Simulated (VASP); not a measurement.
# MgO (Fm-3m) in VASP: single point with LDA

Aim: the single point of MgO with LDA.

All numbers are computed with VASP 6.6.1; they aren't measurements. Logs are shortened: lines on timing, memory, paths and dates and some standing lists are left out, and cuts for length are marked.

## 1. The cell of the first run

Symmetry: Fm-3m, No. 225, cubic system. The conventional cell has a = 4.119 Å, b = 4.119 Å, c = 4.119 Å, α = 90.00°, β = 90.00°, γ = 90.00°. Mg (site symmetry m-3m) has 6 O at 2.06 Å within 2.7 Å. Within 2.7 Å of O (site symmetry m-3m) lie 6 Mg at 2.06 Å.

## 2. Single point, LDA (8.73 Å³/atom)

File INCAR:

```
  ALGO = Normal
  EDIFF = 1E-6
  ENCUT = 840
  GGA = CA
  GGA_COMPAT = F
  ISIF = 2
  ISMEAR = 0
  LASPH = T
  LCHARG = F
  LREAL = F
  LWAVE = F
  NBANDS = 15
  NELM = 120
  PREC = Accurate
  SIGMA = 0.02
```

File KPOINTS:

```
k-points
0
Gamma
  10 10 10
```

File POSCAR:

```
MgO
1.0
    0.0000000000      2.0593303401      2.0593303401
    2.0593303401      0.0000000000      2.0593303401
    2.0593303401      2.0593303401      0.0000000000
Mg O
1 1
Direct
    0.0000000000      0.0000000000      0.0000000000
    0.5000000000      0.5000000000      0.5000000000
```

Potentials or basis: VASP PAW LDA potentials, release 64 (Mg_sv, O).

On the command line:

```console
cat potpaw_LDA.64/Mg_sv/POTCAR potpaw_LDA.64/O/POTCAR > POTCAR
mpirun -np 1 vasp_std > vasp.out
```

OUTCAR:

```text
EDIFF = 1E-6
   ENCUT = 840
   GGA = CA
   ISIF = 2
   ISMEAR = 0
   LASPH = T
   LREAL = F
   NELM = 120
   PREC = Accurate

 ion  position               nearest neighbor table
   1  0.000  0.000  0.000-   2 2.06   2 2.06   2 2.06   2 2.06   2 2.06   2 2.06
   2  0.500  0.500  0.500-   1 2.06   1 2.06   1 2.06   1 2.06   1 2.06   1 2.06

  LATTYP: Found a face centered cubic cell.
 ALAT       =     4.1186606802

  Lattice vectors:

 A1 = (   0.0000000000,   2.0593303401,   2.0593303401)
 A2 = (   2.0593303401,   0.0000000000,   2.0593303401)
 A3 = (   2.0593303401,   2.0593303401,   0.0000000000)

Analysis of symmetry for initial positions (statically):
=====================================================================
 Subroutine PRICEL returns:
 Original cell was already a primitive cell.

 Routine SETGRP: Setting up the symmetry group for a
 face centered cubic supercell.

 Subroutine GETGRP returns: Found 48 space group operations
 (whereof 48 operations were pure point group operations)
 out of a pool of 48 trial point group operations.

The static configuration has the point symmetry O_h .

Analysis of symmetry for dynamics (positions and initial velocities):
=====================================================================
 Subroutine PRICEL returns:
 Original cell was already a primitive cell.

 Routine SETGRP: Setting up the symmetry group for a
 face centered cubic supercell.

 Subroutine GETGRP returns: Found 48 space group operations
 (whereof 48 operations were pure point group operations)
 out of a pool of 48 trial point group operations.

The dynamic configuration has the point symmetry O_h .

 Subroutine INISYM returns: Found 48 space group operations
 (whereof 48 operations are pure point group operations),
 and found     1 'primitive' translations

----------------------------------------------------------------------------------------

                                     Primitive cell

  volume of cell :      17.4666

  direct lattice vectors                    reciprocal lattice vectors
     0.000000000  2.059330340  2.059330340    -0.242797375  0.242797375  0.242797375
     2.059330340  0.000000000  2.059330340     0.242797375 -0.242797375  0.242797375
     2.059330340  2.059330340  0.000000000     0.242797375  0.242797375 -0.242797375

  length of vectors
     2.912332896  2.912332896  2.912332896     0.420537389  0.420537389  0.420537389

  position of ions in fractional coordinates (direct lattice)
     0.000000000  0.000000000  0.000000000
     0.500000000  0.500000000  0.500000000

  ion indices of the primitive-cell ions
   primitive index   ion index
                 1           1
                 2           2

----------------------------------------------------------------------------------------

 KPOINTS: k-points

Automatic generation of k-mesh.
 Grid dimensions read from file:
 generate k-points for:   10   10   10

 Generating k-lattice:

  Cartesian coordinates                     Fractional coordinates (reciprocal lattice)
    -0.024279737  0.024279737  0.024279737     0.100000000  0.000000000  0.000000000
     0.024279737 -0.024279737  0.024279737     0.000000000  0.100000000  0.000000000
     0.024279737  0.024279737 -0.024279737     0.000000000  0.000000000  0.100000000

  Length of vectors
     0.042053739  0.042053739  0.042053739

  Shift w.r.t. Gamma in fractional coordinates (k-lattice)
     0.000000000  0.000000000  0.000000000

 Subroutine IBZKPT returns following result:
 ===========================================

 Found     47 irreducible k-points:

 Following reciprocal coordinates:
            Coordinates               Weight
  0.000000  0.000000  0.000000      1.000000
  0.100000  0.000000  0.000000      8.000000
  0.200000  0.000000  0.000000      8.000000
  0.300000  0.000000  0.000000      8.000000
  0.400000  0.000000  0.000000      8.000000
  0.500000  0.000000  0.000000      4.000000
[... 16 lines left out ...]
  0.300000  0.300000  0.000000      6.000000
  0.400000  0.300000  0.000000     24.000000
 [... further k-points ...]
   k-points           NKPTS =     47   k-points in BZ     NKDIM =     47   number of bands    NBANDS=     15
   number of dos      NEDOS =    301   number of ions     NIONS =      2
   total plane-waves  NPLWV =  21952
   dimension x,y,z NGX =    28 NGY =   28 NGZ =   28
   dimension x,y,z NGXF=    56 NGYF=   56 NGZF=   56
   ions per type =               1   1
   NGX,Y,Z   is equivalent  to a cutoff of  15.98, 15.98, 15.98 a.u.
   NGXF,Y,Z  is equivalent  to a cutoff of  31.97, 31.97, 31.97 a.u.
 SYSTEM =  unknown system
   PREC   = accura    normal or accurate (medium, high low for compatibility)
   ISTART =      0    job   : 0-new  1-cont  2-samecut
   ICHARG =      2    charge: 1-file 2-atom 10-const
   ISPIN  =      1    spin polarized calculation?
   LNONCOLLINEAR =      F non collinear calculations
   LSORBIT =      F    spin-orbit coupling
   LASPH  =      T    aspherical Exc in radial PAW
   ENCUT  =  840.0 eV  61.74 Ry    7.86 a.u.   6.88  6.88  6.88*2*pi/ulx,y,z
   NELM   =    120;   NELMIN=  2; NELMDL= -5     # of ELM steps
   EDIFF  = 0.1E-05   stopping-criterion for ELM
   LREAL  =      F    real-space projection
   EDIFFG = 0.1E-04   stopping-criterion for IOM
   NSW    =      0    number of steps for IOM
   IBRION =     -1    ionic relax: 0-MD 1-quasi-New 2-CG
   NFREE  =      0    steps in history (QN), initial steepest desc. (CG)
   ISIF   =      2    stress and relaxation
   ISYM   =      2    0-nonsym 1-usesym 2-fastsym
   POTIM  = 0.5000    time-step for ionic-motion
   TEBEG  =    0.0;   TEEND  =   0.0 temperature during run
   PSTRESS=    0.0 pullay stress
   NELECT =      16.0000    total number of electrons
   NUPDOWN=      -1.0000    fix difference up-down
   EMIN   =  10.00;   EMAX   =-10.00  energy-range for DOS
   EFERMI =   0.00;   METHOD = LEGACY
   ISMEAR =     0;   SIGMA  =   0.02  broadening in eV -4-tet -1-fermi 0-gaus
   EFERMI_NEDOS =   21; number of points for ismear=-14 and -15
   IALGO  =     38    algorithm
   IMIX   =      4    mixing-type and parameters
     AMIX     =   0.40;   BMIX     =  1.00
     AMIX_MAG =   1.60;   BMIX_MAG =  1.00
  volume/ion in A,a.u.               =       8.73        58.94
  Fermi-wavevector in a.u.,A,eV,Ry     =   1.589933  3.004538 34.393988  2.527887
  Thomas-Fermi vector in A             =   2.688706
   LORBIT       =      0    0 simple, 1 ext, 2 COOP (PROOUT), +10 PAW based schemes
   GGA     = CA    functional components
   LHFCALC =     F    Hartree Fock is set to
   AEXX    =    0.0000 exact exchange contribution
   IVDW    =     0    specifies the selected vdW correction
   LEPSILON=     F    determine dielectric tensor
   LRPA    =     F    only Hartree local field effects (RPA)
 non-spin polarized calculation
 Gauss-broadening in eV      SIGMA  =   0.02
  energy-cutoff  :      840.00
  volume of cell :       17.47
 maximum number of plane-waves:       982
   NGX = 13   NGY = 13   NGZ = 13

 number of electron      16.0000004 magnetization

 Free energy of the ion-electron system (eV)
  ---------------------------------------------------
  ext. energy  EPLUGINS =         0.00000000
  ---------------------------------------------------
  free energy    TOTEN  =       -13.22073715 eV

  energy without entropy =      -13.22073715  energy(sigma->0) =      -13.22073715

 E-fermi :   3.3971     XC(G=0): -12.2857

 val. band max:        3.0855558412   @ k =   0.0000   0.0000   0.0000
 cond. band min:       8.4355317467   @ k =   0.0000   0.0000   0.0000
 fundamental gap:      5.3499759055
 Fermi energy:         3.3971202924

 k-point     1 :       0.0000    0.0000    0.0000
  band No.  band energies     occupation
      1     -68.0386      2.00000
      2     -35.4906      2.00000
      3     -35.4906      2.00000
      4     -35.4906      2.00000
      5     -14.2626      2.00000
      6       3.0856      2.00000
      7       3.0856      2.00000
      8       3.0856      2.00000
      9       8.4355      0.00000
     10      18.9797      0.00000
     11      18.9797      0.00000
     12      18.9797      0.00000
     13      23.1894      0.00000
     14      24.9045      0.00000
     15      24.9045      0.00000

 k-point     2 :       0.1000    0.0000    0.0000
  band No.  band energies     occupation
      1     -68.0374      2.00000
      2     -35.5022      2.00000
      3     -35.4917      2.00000
      4     -35.4917      2.00000
      5     -14.1355      2.00000
      6       2.4142      2.00000
      7       3.0076      2.00000
      8       3.0076      2.00000
      9       9.0493      0.00000
     10      17.7365      0.00000
     11      19.2452      0.00000
     12      19.2452      0.00000
     13      24.2541      0.00000
     14      24.2541      0.00000
     15      24.9382      0.00000

 k-point     3 :       0.2000    0.0000    0.0000
  band No.  band energies     occupation
      1     -68.0341      2.00000
      2     -35.5325      2.00000
      3     -35.4946      2.00000
      4     -35.4946      2.00000
      5     -13.7845      2.00000
      6       1.0101      2.00000
      7       2.8106      2.00000
      8       2.8106      2.00000
      9      10.2102      0.00000
     10      16.2673      0.00000
     11      19.8111      0.00000
     12      19.8111      0.00000
     13      23.5840      0.00000
     14      23.5840      0.00000
     15      26.1425      0.00000
[... 343 lines left out ...]
 k-point    23 :       0.3000    0.3000    0.0000
  band No.  band energies     occupation
      1     -68.0272      2.00000
      2     -35.5598      2.00000
      3     -35.5162      2.00000
      4     -35.5162      2.00000
      5     -13.0880      2.00000
      6      -0.2794      2.00000
      7       2.0641      2.00000
      8       2.0641      2.00000
      9      12.5331      0.00000
     10      13.4106      0.00000
     11      17.9783      0.00000
     12      21.5403      0.00000
     13      21.5403      0.00000
     14      27.6733      0.00000
     15      31.5581      0.00000

 k-point    24 :       0.4000    0.3000    0.0000
  band No.  band energies     occupation
      1     -68.0246      2.00000
      2     -35.5744      2.00000
      3     -35.5238      2.00000
      4     -35.5205      2.00000
      5     -12.7953      2.00000
      6      -0.7511      2.00000
      7       1.6621      2.00000
      8       1.9035      2.00000
      9      12.9641      0.00000
     10      13.4531      0.00000
     11      17.1458      0.00000
     12      21.8418      0.00000
     13      22.0650      0.00000
     14      28.4747      0.00000
     15      31.1557      0.00000

 [... further k-points ...]

------------------------ aborting loop because EDIFF is reached ----------------------------------------

  FORCE on cell =-STRESS in cart. coord.  units (eV):
  Direction    XX          YY          ZZ          XY          YZ          ZX
  --------------------------------------------------------------------------------------
  -------------------------------------------------------------------------------------
  Total        0.6666351      0.6666351      0.6666351     -0.0000000     -0.0000000      0.0000000
  in kB       61.1491946     61.1491946     61.1491946     -0.0000000     -0.0000000      0.0000000
  external PRESSURE =      61.1491946 kB  Pullay stress =       0.0000000 kB

 VOLUME and BASIS-vectors are now :
 -----------------------------------------------------------------------------
  energy-cutoff  :      840.00
  volume of cell :       17.47
      direct lattice vectors                 reciprocal lattice vectors
     0.000000000  2.059330340  2.059330340    -0.242797375  0.242797375  0.242797375
     2.059330340  0.000000000  2.059330340     0.242797375 -0.242797375  0.242797375
     2.059330340  2.059330340  0.000000000     0.242797375  0.242797375 -0.242797375

 POSITION                                       TOTAL-FORCE (eV/Angst)
 -----------------------------------------------------------------------------------
      0.00000      0.00000      0.00000        -0.000000      0.000000      0.000000
      2.05933      2.05933      2.05933         0.000000     -0.000000     -0.000000
 -----------------------------------------------------------------------------------
    total drift:                                0.000000      0.000000      0.000000

  FREE ENERGIE OF THE ION-ELECTRON SYSTEM (eV)
  ---------------------------------------------------
  free  energy   TOTEN  =       -13.2207371505 eV

  energy  without entropy=      -13.2207371505  energy(sigma->0) =      -13.22073715
```

Wall time 29 s (1 thread of AMD EPYC 7R43 (Zen 3), shared host); peak memory 0.11 GiB.

Results:

```
Free energy            : -13.2207 eV
Pressure               : 6.1 GPa
Band gap on the k mesh : 5.35 eV
```

Levels at points of the mesh, in eV from the valence-band top:
```tsv
k point	band 6	band 7	band 8	band 9	band 10	band 11
(0.00, 0.00, 0.00)	0.00	0.00	0.00	5.35	15.89	15.89
(0.50, 0.00, 0.00)	-5.00	-0.75	-0.75	8.17	13.18	16.70
(0.50, 0.50, 0.00)	-4.40	-1.46	-1.46	8.95	10.47	13.61
```

Caveat: the cell stands under pressure. LDA gaps usually lie below the measured ones, often by a third to a half.
